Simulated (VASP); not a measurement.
Set up this calculation in VASP 6.6.1, as the native input.

```
Task                   : single point
Functional             : r2SCAN
Potentials or basis    : VASP PAW PBE potentials, release 64 (Ti_sv, O)
Cutoff                 : 520 eV
k mesh                 : 10 × 10 × 10
Occupations            : gaussian, width 0.02 eV
Spin                   : no spin polarisation
Dipole correction      : no
Further INCAR settings : ALGO = Normal; EDIFF = 1e-07; NBANDS = 33
```

The system is TiO2.

```
CELL_PARAMETERS angstrom
-1.88891 1.88891 4.79172
1.88891 -1.88891 4.79172
1.88891 1.88891 -4.79172
ATOMIC_POSITIONS crystal
Ti 0.00000 0.00000 0.00000
Ti 0.75000 0.25000 0.50000
O 0.20728 0.20728 0.00000
O 0.95728 0.45728 0.50000
O 0.54272 0.04272 0.50000
O 0.79272 0.79272 0.00000
```

These files were run (other wordings do the same):

POSCAR

```
TiO2
1.0
   -1.8889063195      1.8889063195      4.7917197248
    1.8889063195     -1.8889063195      4.7917197248
    1.8889063195      1.8889063195     -4.7917197248
Ti O
2 4
Direct
    0.0000000000      0.0000000000      0.0000000000
    0.7500000000      0.2500000000      0.5000000000
    0.2072834803      0.2072834803      0.0000000000
    0.9572834803      0.4572834803      0.5000000000
    0.5427165197      0.0427165197      0.5000000000
    0.7927165197      0.7927165197      0.0000000000
```

INCAR.step1

```
SYSTEM = TiO2
PREC = Accurate
ENCUT = 520
ISMEAR = 0
SIGMA = 0.02
LREAL = .False.
LASPH = .True.
NELM = 100
NBANDS = 33
GGA = PE
ALGO = Normal
EDIFF = 1E-4
LWAVE = .True.
LCHARG = .False.
```

INCAR.step2

```
SYSTEM = TiO2
PREC = Accurate
ENCUT = 520
EDIFF = 1E-7
ISMEAR = 0
SIGMA = 0.02
LREAL = .False.
LASPH = .True.
NELM = 100
ALGO = Normal
ISIF = 2
LWAVE = .False.
LCHARG = .False.
METAGGA = R2SCAN
LMIXTAU = .True.
NBANDS = 33
ISTART = 1
```

KPOINTS

```
regular mesh
0
Gamma
  10 10 10
  0 0 0
```

Potentials or basis: VASP PAW PBE potentials, release 64 (Ti_sv, O).

Launch:

```sh
$ cat potpaw_PBE.64/Ti_sv/POTCAR potpaw_PBE.64/O/POTCAR > POTCAR
$ cp INCAR.step1 INCAR
$ mpirun -np 1 vasp_std > vasp.out
$ cp INCAR.step2 INCAR
$ mpirun -np 1 vasp_std > vasp.out
```

It gave:

The pressure is 1.2 GPa and the largest force is 0.026 eV/Å. The band gap on the k mesh is 2.56 eV, indirect (least direct gap 2.89 eV).

Caveat: the PAW data sets were made with another functional, which shifts forces and pressure a little.

Run time: 17 min on 1 thread of Intel(R) Xeon(R) 6975P-C (Granite Rapids), on a shared host, peak memory 0.39 GiB.
